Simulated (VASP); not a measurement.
# ZnSe (Pm-3m) in VASP: notebook

ZnSe is run at these levels: PBE; tasks: single point.

Program: VASP 6.6.1. These are calculated values, not measurements. Logs are shortened: lines on timing, memory, paths and dates and some standing lists are left out, and cuts for length are marked.

## 1. The cell of the first run

It takes space group Pm-3m (No. 221, cubic). Conventional cell: a = 3.338 Å, b = 3.338 Å, c = 3.338 Å, α = 90.00°, β = 90.00°, γ = 90.00°. Zn (site symmetry m-3m) has 8 Se at 2.89 Å and 6 Zn at 3.34 Å within 3.8 Å. Se (site symmetry m-3m) has 8 Zn at 2.89 Å and 6 Se at 3.34 Å within 3.8 Å.

## 2. Single point, PBE

File INCAR:

```
ALGO = Normal
EDIFF = 1E-6
ENCUT = 500
GGA = PE
GGA_COMPAT = False
ISIF = 2
ISMEAR = -1
LASPH = True
LCHARG = True
LELF = True
LREAL = False
LVHAR = True
LWAVE = False
NBANDS = 16
NELM = 120
PREC = Accurate
SIGMA = 0.1
```

File KPOINTS:

```
k-points
0
Gamma
  5 5 5
```

File POSCAR:

```
ZnSe
1.0
    3.3376853249      0.0000000000      0.0000000000
    0.0000000000      3.3376853249      0.0000000000
    0.0000000000      0.0000000000      3.3376853249
Zn Se
1 1
Direct
    0.5000000000      0.5000000000      0.5000000000
    0.0000000000      0.0000000000      0.0000000000
```

Potentials or basis: VASP PAW PBE potentials, release 64 (Zn, Se).

Launch:

```bash
cat potpaw_PBE.64/Zn/POTCAR potpaw_PBE.64/Se/POTCAR > POTCAR
mpirun -np 1 vasp_std > vasp.out
```

OUTCAR:

```text
EDIFF = 1E-6
   ENCUT = 500
   GGA = PE
   ISIF = 2
   ISMEAR = -1
   LASPH = True
   LREAL = False
   NELM = 120
   PREC = Accurate

 ion  position               nearest neighbor table
   1  0.500  0.500  0.500-   2 2.89   2 2.89   2 2.89   2 2.89   2 2.89   2 2.89   2 2.89   2 2.89

   2  0.000  0.000  0.000-   1 2.89   1 2.89   1 2.89   1 2.89   1 2.89   1 2.89   1 2.89   1 2.89

  LATTYP: Found a simple cubic cell.
 ALAT       =     3.3376853249

  Lattice vectors:

 A1 = (   3.3376853249,   0.0000000000,   0.0000000000)
 A2 = (   0.0000000000,   3.3376853249,   0.0000000000)
 A3 = (   0.0000000000,   0.0000000000,   3.3376853249)

Analysis of symmetry for initial positions (statically):
=====================================================================
 Subroutine PRICEL returns:
 Original cell was already a primitive cell.

 Routine SETGRP: Setting up the symmetry group for a
 simple cubic supercell.

 Subroutine GETGRP returns: Found 48 space group operations
 (whereof 48 operations were pure point group operations)
 out of a pool of 48 trial point group operations.

The static configuration has the point symmetry O_h .

Analysis of symmetry for dynamics (positions and initial velocities):
=====================================================================
 Subroutine PRICEL returns:
 Original cell was already a primitive cell.

 Routine SETGRP: Setting up the symmetry group for a
 simple cubic supercell.

 Subroutine GETGRP returns: Found 48 space group operations
 (whereof 48 operations were pure point group operations)
 out of a pool of 48 trial point group operations.

The dynamic configuration has the point symmetry O_h .

 Subroutine INISYM returns: Found 48 space group operations
 (whereof 48 operations are pure point group operations),
 and found     1 'primitive' translations

----------------------------------------------------------------------------------------

                                     Primitive cell

  volume of cell :      37.1823

  direct lattice vectors                    reciprocal lattice vectors
     3.337685325  0.000000000  0.000000000     0.299608831  0.000000000  0.000000000
     0.000000000  3.337685325  0.000000000     0.000000000  0.299608831  0.000000000
     0.000000000  0.000000000  3.337685325     0.000000000  0.000000000  0.299608831

  length of vectors
     3.337685325  3.337685325  3.337685325     0.299608831  0.299608831  0.299608831

  position of ions in fractional coordinates (direct lattice)
     0.500000000  0.500000000  0.500000000
     0.000000000  0.000000000  0.000000000

  ion indices of the primitive-cell ions
   primitive index   ion index
                 1           1
                 2           2

----------------------------------------------------------------------------------------

 KPOINTS: k-points

Automatic generation of k-mesh.
 Grid dimensions read from file:
 generate k-points for:    5    5    5

 Generating k-lattice:

  Cartesian coordinates                     Fractional coordinates (reciprocal lattice)
     0.059921766  0.000000000  0.000000000     0.200000000  0.000000000  0.000000000
     0.000000000  0.059921766  0.000000000     0.000000000  0.200000000  0.000000000
     0.000000000  0.000000000  0.059921766     0.000000000  0.000000000  0.200000000

  Length of vectors
     0.059921766  0.059921766  0.059921766

  Shift w.r.t. Gamma in fractional coordinates (k-lattice)
     0.000000000  0.000000000  0.000000000

 Subroutine IBZKPT returns following result:
 ===========================================

 Found     10 irreducible k-points:

 Following reciprocal coordinates:
            Coordinates               Weight
  0.000000  0.000000  0.000000      1.000000
  0.200000  0.000000  0.000000      6.000000
  0.400000  0.000000  0.000000      6.000000
  0.200000  0.200000  0.000000     12.000000
  0.400000  0.200000  0.000000     24.000000
  0.400000  0.400000  0.000000     12.000000
  0.200000  0.200000  0.200000      8.000000
  0.400000  0.200000  0.200000     24.000000
  0.400000  0.400000  0.200000     24.000000
  0.400000  0.400000  0.400000      8.000000
   k-points           NKPTS =     10   k-points in BZ     NKDIM =     10   number of bands    NBANDS=     16
   number of dos      NEDOS =    301   number of ions     NIONS =      2
   total plane-waves  NPLWV =  13824
   dimension x,y,z NGX =    24 NGY =   24 NGZ =   24
   dimension x,y,z NGXF=    48 NGYF=   48 NGZF=   48
   ions per type =               1   1
   NGX,Y,Z   is equivalent  to a cutoff of  11.95, 11.95, 11.95 a.u.
   NGXF,Y,Z  is equivalent  to a cutoff of  23.91, 23.91, 23.91 a.u.
 SYSTEM =  unknown system
   PREC   = accura    normal or accurate (medium, high low for compatibility)
   ISTART =      0    job   : 0-new  1-cont  2-samecut
   ICHARG =      2    charge: 1-file 2-atom 10-const
   ISPIN  =      1    spin polarized calculation?
   LNONCOLLINEAR =      F non collinear calculations
   LSORBIT =      F    spin-orbit coupling
   LASPH  =      T    aspherical Exc in radial PAW
   ENCUT  =  500.0 eV  36.75 Ry    6.06 a.u.   6.09  6.09  6.09*2*pi/ulx,y,z
   NELM   =    120;   NELMIN=  2; NELMDL= -5     # of ELM steps
   EDIFF  = 0.1E-05   stopping-criterion for ELM
   LREAL  =      F    real-space projection
   EDIFFG = 0.1E-04   stopping-criterion for IOM
   NSW    =      0    number of steps for IOM
   IBRION =     -1    ionic relax: 0-MD 1-quasi-New 2-CG
   NFREE  =      0    steps in history (QN), initial steepest desc. (CG)
   ISIF   =      2    stress and relaxation
   ISYM   =      2    0-nonsym 1-usesym 2-fastsym
   POTIM  = 0.5000    time-step for ionic-motion
   TEBEG  =    0.0;   TEEND  =   0.0 temperature during run
   PSTRESS=    0.0 pullay stress
   NELECT =      18.0000    total number of electrons
   NUPDOWN=      -1.0000    fix difference up-down
   EMIN   =  10.00;   EMAX   =-10.00  energy-range for DOS
   EFERMI =   0.00;   METHOD = LEGACY
   ISMEAR =    -1;   SIGMA  =   0.10  broadening in eV -4-tet -1-fermi 0-gaus
   EFERMI_NEDOS =   21; number of points for ismear=-14 and -15
   IALGO  =     38    algorithm
   IMIX   =      4    mixing-type and parameters
     AMIX     =   0.40;   BMIX     =  1.00
     AMIX_MAG =   1.60;   BMIX_MAG =  1.00
  volume/ion in A,a.u.               =      18.59       125.46
  Fermi-wavevector in a.u.,A,eV,Ry     =   1.285445  2.429139 22.481854  1.652370
  Thomas-Fermi vector in A             =   2.417579
   LORBIT       =      0    0 simple, 1 ext, 2 COOP (PROOUT), +10 PAW based schemes
   GGA     = PE    functional components
   LHFCALC =     F    Hartree Fock is set to
   AEXX    =    0.0000 exact exchange contribution
   IVDW    =     0    specifies the selected vdW correction
   LEPSILON=     F    determine dielectric tensor
   LRPA    =     F    only Hartree local field effects (RPA)
 non-spin polarized calculation
  energy-cutoff  :      500.00
  volume of cell :       37.18
 maximum number of plane-waves:       952
   NGX = 13   NGY = 13   NGZ = 13

 number of electron      17.9999971 magnetization

 Free energy of the ion-electron system (eV)
  ---------------------------------------------------
  ext. energy  EPLUGINS =         0.00000000
  ---------------------------------------------------
  free energy    TOTEN  =        -4.42185254 eV

  energy without entropy =       -4.38310892  energy(sigma->0) =       -4.40248073

 E-fermi :   3.9828     XC(G=0): -10.7532

 val. band max:        3.9658542024   @ k =   0.4000   0.0000   0.0000
 cond. band min:       4.1359123301   @ k =   0.4000   0.2000   0.0000
 fundamental gap:      0.1700581277
 Fermi energy:         3.9828181458

 k-point     1 :       0.0000    0.0000    0.0000
  band No.  band energies     occupation
      1     -10.6470      2.00000
      2      -2.9640      2.00000
      3      -2.9640      2.00000
      4      -2.6697      2.00000
      5      -2.6697      2.00000
      6      -2.6697      2.00000
      7       2.7350      1.99999
      8       2.7350      1.99999
      9       2.7350      1.99999
     10       2.7564      1.99999
     11       9.7881      0.00000
     12       9.7881      0.00000
     13      15.1205      0.00000
     14      15.1205      0.00000
     15      15.1205      0.00000
     16      19.4494      0.00000

 k-point     2 :       0.2000    0.0000    0.0000
  band No.  band energies     occupation
      1     -10.3103      2.00000
      2      -2.9589      2.00000
      3      -2.9478      2.00000
      4      -2.7361      2.00000
      5      -2.7361      2.00000
      6      -2.6652      2.00000
      7      -0.3081      2.00000
      8       3.1458      1.99954
      9       3.1458      1.99954
     10       4.8317      0.00041
     11      10.1749      0.00000
     12      11.2082      0.00000
     13      13.2648      0.00000
     14      13.2648      0.00000
     15      14.2061      0.00000
     16      18.1961      0.00000

 k-point     3 :       0.4000    0.0000    0.0000
  band No.  band energies     occupation
      1      -9.6082      2.00000
      2      -3.4902      2.00000
      3      -2.9214      2.00000
      4      -2.8356      2.00000
      5      -2.8356      2.00000
      6      -2.6579      2.00000
      7      -2.0658      2.00000
      8       3.9659      1.08462
      9       3.9659      1.08462
     10       6.5100      0.00000
     11       9.1219      0.00000
     12      10.9730      0.00000
     13      10.9730      0.00000
     14      11.1533      0.00000
     15      15.1602      0.00000
     16      18.9082      0.00000

 k-point     4 :       0.2000    0.2000    0.0000
  band No.  band energies     occupation
      1      -9.9915      2.00000
      2      -2.9644      2.00000
      3      -2.8891      2.00000
      4      -2.7928      2.00000
      5      -2.7410      2.00000
      6      -2.7012      2.00000
      7      -0.3494      2.00000
      8       0.9992      2.00000
      9       3.4827      1.98664
     10       6.4209      0.00000
     11       9.4702      0.00000
     12      12.1759      0.00000
     13      12.3805      0.00000
     14      12.8639      0.00000
     15      15.2801      0.00000
     16      16.9123      0.00000

 k-point     5 :       0.4000    0.2000    0.0000
  band No.  band energies     occupation
      1      -9.3399      2.00000
      2      -3.2141      2.00000
      3      -2.8633      2.00000
      4      -2.8079      2.00000
      5      -2.8076      2.00000
      6      -2.6963      2.00000
      7      -1.8888      2.00000
      8       1.4506      2.00000
      9       4.1359      0.35571
     10       5.9901      0.00000
     11       8.7183      0.00000
     12      11.5012      0.00000
     13      11.6208      0.00000
     14      13.1510      0.00000
     15      17.0519      0.00000
     16      17.6388      0.00000

 k-point     6 :       0.4000    0.4000    0.0000
  band No.  band energies     occupation
      1      -8.8195      2.00000
      2      -2.9347      2.00000
      3      -2.7671      2.00000
      4      -2.7530      2.00000
      5      -2.7115      2.00000
      6      -2.6425      2.00000
      7      -1.2268      2.00000
      8      -0.8742      2.00000
      9       3.1036      1.99970
     10       4.4452      0.01944
     11      10.3876      0.00000
     12      12.0030      0.00000
     13      12.7145      0.00000
     14      13.7575      0.00000
     15      15.1451      0.00000
     16      16.9239      0.00000

 k-point     7 :       0.2000    0.2000    0.2000
  band No.  band energies     occupation
      1      -9.6863      2.00000
      2      -2.8958      2.00000
      3      -2.8958      2.00000
      4      -2.7696      2.00000
      5      -2.7696      2.00000
      6      -2.7574      2.00000
      7      -0.3903      2.00000
      8       1.4757      2.00000
      9       1.4757      2.00000
     10       7.0721      0.00000
     11      10.6843      0.00000
     12      10.6843      0.00000
     13      11.0425      0.00000
     14      13.9835      0.00000
     15      13.9835      0.00000
     16      19.7430      0.00000

 k-point     8 :       0.4000    0.2000    0.2000
  band No.  band energies     occupation
      1      -9.0709      2.00000
      2      -3.0459      2.00000
      3      -2.9598      2.00000
      4      -2.8089      2.00000
      5      -2.7216      2.00000
      6      -2.6849      2.00000
      7      -1.5983      2.00000
      8       1.3275      2.00000
      9       2.4822      2.00000
     10       5.7356      0.00000
     11       8.1653      0.00000
     12      10.0025      0.00000
     13      13.0461      0.00000
     14      14.5059      0.00000
     15      16.0434      0.00000
     16      17.5326      0.00000

 k-point     9 :       0.4000    0.4000    0.2000
  band No.  band energies     occupation
      1      -8.5465      2.00000
      2      -3.0375      2.00000
      3      -2.9758      2.00000
      4      -2.7665      2.00000
      5      -2.6686      2.00000
      6      -2.6076      2.00000
      7      -0.8085      2.00000
      8      -0.2332      2.00000
      9       2.7741      1.99999
     10       3.5483      1.97440
     11       8.2327      0.00000
     12       8.9634      0.00000
     13      11.6793      0.00000
     14      15.1861      0.00000
     15      18.0963      0.00000
     16      18.3876      0.00000

 k-point    10 :       0.4000    0.4000    0.4000
  band No.  band energies     occupation
      1      -8.0068      2.00000
      2      -3.1933      2.00000
      3      -3.1933      2.00000
      4      -2.9654      2.00000
      5      -2.5949      2.00000
      6      -2.5949      2.00000
      7       0.2427      2.00000
      8       1.0754      2.00000
      9       1.0754      2.00000
     10       4.2540      0.12451
     11       5.9540      0.00000
     12       5.9540      0.00000
     13       8.4626      0.00000
     14      20.1226      0.00000
     15      20.4508      0.00000
     16      20.4508      0.00000

------------------------ aborting loop because EDIFF is reached ----------------------------------------

  FORCE on cell =-STRESS in cart. coord.  units (eV):
  Direction    XX          YY          ZZ          XY          YZ          ZX
  --------------------------------------------------------------------------------------
  -------------------------------------------------------------------------------------
  Total        0.0131558      0.0131558      0.0131558      0.0000000     -0.0000000      0.0000000
  in kB        0.5668820      0.5668820      0.5668820      0.0000000     -0.0000000      0.0000000
  external PRESSURE =       0.5668820 kB  Pullay stress =       0.0000000 kB

 VOLUME and BASIS-vectors are now :
 -----------------------------------------------------------------------------
  energy-cutoff  :      500.00
  volume of cell :       37.18
      direct lattice vectors                 reciprocal lattice vectors
     3.337685325  0.000000000  0.000000000     0.299608831  0.000000000  0.000000000
     0.000000000  3.337685325  0.000000000     0.000000000  0.299608831  0.000000000
     0.000000000  0.000000000  3.337685325     0.000000000  0.000000000  0.299608831

 POSITION                                       TOTAL-FORCE (eV/Angst)
 -----------------------------------------------------------------------------------
      1.66884      1.66884      1.66884         0.000000      0.000000      0.000000
      0.00000      0.00000      0.00000         0.000000      0.000000      0.000000
 -----------------------------------------------------------------------------------
    total drift:                                0.000000      0.000000     -0.000000

  FREE ENERGIE OF THE ION-ELECTRON SYSTEM (eV)
  ---------------------------------------------------
  free  energy   TOTEN  =        -4.4218525444 eV

  energy  without entropy=       -4.3831089197  energy(sigma->0) =       -4.40248073
```

It took 2.7 s on 1 thread of Intel Xeon 6975P-C (Granite Rapids), shared host; peak memory 0.13 GiB.

What came out:

```
Free energy            : -4.4219 eV
Pressure               : 0.1 GPa
Band gap on the k mesh : zero (band 9 reaches 4.14 eV, above the bottom of band 10 at 2.76 eV)
```

Caveat: the k points lie up to 0.38 Å⁻¹ apart.

[end of part 1 of 2]
